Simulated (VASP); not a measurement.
Runs of VASP 6.6.1 on Al2Au. The structure is that of space group Fm-3m (No. 225), or close to it. The cells are those of the table. 

```csv
level,potentials or basis,cell,gap on the mesh (eV),pressure (GPa)
PBEsol,"VASP PAW PBE potentials, release 64 (Au, Al)","a = 4.156 Å, angles 60.0°, 3 atoms",none,(b)
LDA,"VASP PAW LDA potentials, release 64 (Au, Al)","a = 4.211 Å, angles 60.0°, 3 atoms",none,0.2
LDA,"VASP PAW LDA potentials, release 64 (Au, Al)","a = 4.298 Å, angles 60.0°, 3 atoms",none,-6.3
LDA,"VASP PAW LDA potentials, release 64 (Au, Al)","a = 4.156 Å, angles 60.0°, 3 atoms",none,(a)
PBE,"VASP PAW PBE potentials, release 64 (Au, Al)","a = 4.326 Å, angles 60.0°, 3 atoms",none,-3.0
```

Alike in all rows: task single point; no spin polarisation; k mesh 8 × 8 × 8; cutoff (eV) 520; smearing fermi-dirac 0.05 eV.

Question: Estimate the missing entries.

Answer: (a) 5.4; (b) 8.1.

Caveats: spin-orbit coupling is left out, which moves the levels of the heavy elements; the PAW data sets were made with another functional, which shifts forces and pressure a little (some runs).

A k mesh can miss the band edges, and the runs leave out spin-orbit coupling on Au.

A gap of «none» marks levels without a gap at the run's occupations.
